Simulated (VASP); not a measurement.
**CdTe: relaxation of cell and atoms with LDA**

CdTe:

```
CELL_PARAMETERS angstrom
0.00000 3.20500 3.20500
3.20500 0.00000 3.20500
3.20500 3.20500 0.00000
ATOMIC_POSITIONS crystal
Cd 0.00000 0.00000 0.00000
Te 0.75000 0.75000 0.75000
```

```json
{"Program": "VASP 6.6.1", "Task": "relaxation of cell and atoms", "Functional": "LDA", "Potentials or basis": "VASP PAW LDA potentials, release 64 (Cd, Te)", "Cutoff": "600 eV", "k mesh": "8 × 8 × 8", "Occupations": "gaussian, width 0.02 eV", "Spin": "no spin polarisation", "Dipole correction": "no", "Further INCAR settings": "ALGO = Normal; EDIFF = 1e-06; IBRION = 2; EDIFFG = -0.005; NSW = 100; ISIF = 3"}
```

* Relaxed volume: 33.07 Å³/atom
* Relaxed cell: a = 4.539 Å, b = 4.539 Å, c = 4.539 Å, α = 60.00°, β = 60.00°, γ = 60.00°
* Space group after relaxing (to 0.05 Å): F-43m (No. 216)
* Energy gained by relaxing: 0.1 meV/atom
* Ionic steps: 3
* Pressure after relaxing: 0.0 GPa
* Band gap on the k mesh: 0.64 eV, direct

The path:
| step | energy change (eV) | largest force (eV/Å) | pressure (GPa) | volume (Å³) |
| --- | --- | --- | --- | --- |
| 1 | 0.0000 | 0.0000 | 0.20 | 65.84 |
| 2 | -0.0002 | 0.0000 | -0.05 | 66.24 |
| 3 | -0.0002 | 0.0000 | -0.01 | 66.14 |

Final structure:
```
Cd Te
1.0
     0.00000    3.20986    3.20986
     3.20986    0.00000    3.20986
     3.20986    3.20986    0.00000
Cd Te
1 1
Direct
  0.00000 0.00000 0.00000
  0.75000 0.75000 0.75000
```

Levels at points of the mesh, in eV from the valence-band top:
```csv
k point,band 7,band 8,band 9,band 10,band 11,band 12
"(0.00, 0.00, 0.00)",0.00,0.00,0.00,0.64,4.48,4.48
"(0.50, 0.00, 0.00)",-4.66,-0.83,-0.83,1.69,5.08,5.08
"(0.50, 0.50, 0.00)",-4.52,-1.99,-1.99,2.38,2.54,8.80
```

Wall time 36 s on 1 thread of Intel(R) Xeon(R) Platinum 8259CL CPU @ 2.50GHz (Skylake/Cascade Lake) (shared host), peak memory 0.2 GiB.

Caveat: spin-orbit coupling is left out, which moves the levels of the heavy elements. A hybrid or GW would open this gap; LDA tends to underestimate it.
